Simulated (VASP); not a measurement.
YZn, 2 atoms in the cell. Symmetry: Pm-3m, No. 221, cubic system. Conventional cell: a = 3.529 Å, b = 3.529 Å, c = 3.529 Å, α = 90.00°, β = 90.00°, γ = 90.00°. Y (site symmetry m-3m) has 8 Zn at 3.06 Å and 6 Y at 3.53 Å within 4.0 Å. Within 4.0 Å of Zn (site symmetry m-3m) lie 8 Y at 3.06 Å and 6 Zn at 3.53 Å. 

```yaml
Program: VASP 6.6.1
Task: single point
Functional: r2SCAN
Potentials_or_basis: VASP PAW PBE potentials, release 64 (Y_sv, Zn)
Cutoff: 550 eV
k_mesh: 12 × 12 × 12
Occupations: gaussian, width 0.1 eV
Spin: no spin polarisation
Dipole_correction: no
Further_INCAR_settings: ALGO = Normal; EDIFF = 1e-06; NBANDS = 18
```

Potentials or basis: VASP PAW PBE potentials, release 64 (Y_sv, Zn).

Command:

```sh
$ cat potpaw_PBE.64/Y_sv/POTCAR potpaw_PBE.64/Zn/POTCAR > POTCAR
$ cp INCAR.step1 INCAR
$ mpirun -np 1 vasp_std > vasp.out
$ cp INCAR.step2 INCAR
$ mpirun -np 1 vasp_std > vasp.out
```

Hardware: 1 thread of AMD EPYC 9R14 (Zen 4), on a shared host.

**Question.** How long does it take, and how much memory?

**Answer.** Wall time 2.8 min on 1 thread of AMD EPYC 9R14 (Zen 4) (shared host), peak memory 0.21 GiB. Counts: k points 84.
